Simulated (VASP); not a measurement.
Set up this calculation in VASP 6.6.1, as the native input.

```
Task                   : single point
Functional             : r2SCAN
Potentials or basis    : VASP PAW PBE potentials, release 64 (Ba_sv, Ti_sv, O)
Cutoff                 : 520 eV
k mesh                 : 8 × 8 × 8
Occupations            : gaussian, width 0.02 eV
Spin                   : no spin polarisation
Dipole correction      : no
Further INCAR settings : ALGO = Normal; EDIFF = 1e-06; NBANDS = 28
```

BaTiO3:

```
CELL_PARAMETERS angstrom
3.98065 0.00000 0.00000
0.00000 3.98065 0.00000
0.00000 0.00000 4.21826
ATOMIC_POSITIONS crystal
Ba 0.00000 0.00000 0.98933
Ti 0.50000 0.50000 0.47086
O 0.50000 0.50000 0.04369
O 0.50000 0.00000 0.51956
O 0.00000 0.50000 0.51956
```

These files were run (other wordings do the same):

POSCAR

```
BaTiO3
1.0
    3.9806536255      0.0000000000      0.0000000000
    0.0000000000      3.9806536255      0.0000000000
    0.0000000000      0.0000000000      4.2182572117
Ba Ti O
1 1 3
Direct
    0.0000000000      0.0000000000     -0.0106728225
    0.5000000000      0.5000000000      0.4708627886
    0.5000000000      0.5000000000      0.0436905246
    0.5000000000      0.0000000000      0.5195597547
    0.0000000000      0.5000000000      0.5195597547
```

INCAR.step1

```
SYSTEM = BaTiO3
ALGO = Normal
EDIFF = 1E-4
ENCUT = 520
GGA = PE
ISMEAR = 0
LASPH = .TRUE.
LCHARG = .FALSE.
LREAL = .FALSE.
LWAVE = .TRUE.
NBANDS = 28
NELM = 100
PREC = Accurate
SIGMA = 0.02
```

INCAR.step2

```
SYSTEM = BaTiO3
ALGO = Normal
EDIFF = 1E-6
ENCUT = 520
ISIF = 2
ISMEAR = 0
ISTART = 1
LASPH = .TRUE.
LCHARG = .FALSE.
LMIXTAU = .TRUE.
LREAL = .FALSE.
LWAVE = .FALSE.
METAGGA = R2SCAN
NBANDS = 28
NELM = 100
PREC = Accurate
SIGMA = 0.02
```

KPOINTS

```
k-points
0
G
  8 8 8
  0 0 0
```

Potentials or basis: VASP PAW PBE potentials, release 64 (Ba_sv, Ti_sv, O).

The run is started by

```bash
$ cat potpaw_PBE.64/Ba_sv/POTCAR potpaw_PBE.64/Ti_sv/POTCAR potpaw_PBE.64/O/POTCAR > POTCAR
$ cp INCAR.step1 INCAR
$ mpirun -np 1 vasp_std > vasp.out
$ cp INCAR.step2 INCAR
$ mpirun -np 1 vasp_std > vasp.out
```

It gave:

| Property | Result |
| --- | --- |
| Pressure | -1.1 GPa |
| Largest force | 0.199 eV/Å |
| Band gap on the k mesh | 2.19 eV (least direct gap 2.79 eV) |

Caveat: the PAW data sets were made with another functional, which shifts forces and pressure a little; spin-orbit coupling is left out, which moves the levels of the heavy elements.

It took 3.5 min on 1 thread of Intel(R) Xeon(R) 6975P-C (Granite Rapids), on a shared host, peak memory 0.27 GiB.
